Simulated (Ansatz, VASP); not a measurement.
# One calculation of Si, two programs

Contents of INCAR:

```
SYSTEM = Si
PREC = Accurate
ENCUT = 500
EDIFF = 1E-6
ISMEAR = 0
SIGMA = 0.02
LREAL = .FALSE.
LASPH = .TRUE.
NELM = 120
ALGO = Normal
ISIF = 2
LWAVE = .FALSE.
LCHARG = .FALSE.
GGA = PE
NBANDS = 11
GGA_COMPAT = .FALSE.
```

File KPOINTS:

```
Automatic mesh
0
G
  6 6 6
  0 0 0
```

File POSCAR:

```
Si
1.0
    0.0000000000      2.7135600000      2.7135600000
    2.7135600000      0.0000000000      2.7135600000
    2.7135600000      2.7135600000      0.0000000000
Si
2
Direct
    0.7500000000      0.7500000000      0.7500000000
    0.5000000000      0.5000000000      0.5000000000
```

Input for Ansatz:

```yaml
crystal:
  lattice:
    - [0.0, 2.71356, 2.71356]
    - [2.71356, 0.0, 2.71356]
    - [2.71356, 2.71356, 0.0]
  atoms:
    - { symbol: Si, position: [0.75, 0.75, 0.75] }
    - { symbol: Si, position: [0.5, 0.5, 0.5] }
basis:
  ecutwfc: 420
kpoints:
  mp_grid: { grid: [6, 6, 6] }
hamiltonian:
  xc: pbe
scf:
  occupations: { method: gaussian, width: 0.02 }
output:
  forces: true
  stress: true
  eigenvalues: true
```

Alike in both runs: task single point; functional PBE; k mesh 6 × 6 × 6; occupations gaussian, width 0.02 eV; no spin polarisation.

|  | VASP | Ansatz |
| --- | --- | --- |
| version | VASP 6.6.1 | Ansatz 0.2.0 |
| potentials or method | VASP PAW PBE potentials, release 64 (Si), cutoff 500 eV | scalar-relativistic, plane waves, PAW |
| valence electrons in the cell | 8 | 8 |

Ansatz gave:

* gap on the k mesh at the Fermi level (eV): 0.70
* least direct gap on the mesh (eV): 2.56
* pressure (GPa): 2.3

Question: Which values does VASP return?

Answer: gap on the k mesh at the Fermi level (eV): 0.70; least direct gap on the mesh (eV): 2.56; pressure (GPa): 2.2.
